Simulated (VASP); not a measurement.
C: single point with LDA

The system is C.

```
C
1.0
     1.77470    1.77470    0.00000
    -1.77470    1.77470    0.00000
     0.00000    1.77470    1.76058
C
2
Direct
  0.50000 0.50000 0.00000
  0.75000 0.25000 0.50000
```

This cell differs from its parent crystal: in-plane strain +0.005.

```
Program                : VASP 6.6.1
Task                   : single point
Functional             : LDA
Potentials or basis    : VASP PAW LDA potentials, release 64 (C)
Cutoff                 : 520 eV
k mesh                 : 12 × 12 × 12
Occupations            : gaussian, width 0.01 eV
Spin                   : no spin polarisation
Dipole correction      : no
Further INCAR settings : ALGO = Normal; EDIFF = 1e-07; NBANDS = 11
```

```
Pressure               : -1.6 GPa
Band gap on the k mesh : 3.97 eV, indirect (least direct gap 5.46 eV)
```

Stress tensor (GPa, compression positive):
```
-4.14  0.00  0.00
 0.00 -4.14  0.00
 0.00  0.00  3.37
```

Levels at points of the mesh, in eV from the valence-band top:
```csv
k point,band 1,band 2,band 3,band 4,band 5,band 6,band 7,band 8,band 9
"(0.00, 0.00, 0.00)",-21.70,-0.12,-0.12,0.00,5.46,5.56,5.56,13.99,19.22
"(0.50, 0.00, 0.00)",-15.73,-13.69,-3.00,-2.86,8.36,8.41,9.27,15.53,21.77
"(0.50, 0.50, 0.00)",-12.89,-12.89,-6.47,-6.47,4.74,4.74,16.87,16.87,23.23
"(0.00, 0.00, 0.50)",-12.76,-12.76,-6.59,-6.59,4.55,4.55,16.92,16.92,23.35
```

Wall time 25 s on 1 thread of Intel Xeon 8259CL (shared host), peak memory 0.12 GiB.

Caveat: the cell differs from its parent crystal (in-plane strain +0.005). A k mesh can miss the band edges.
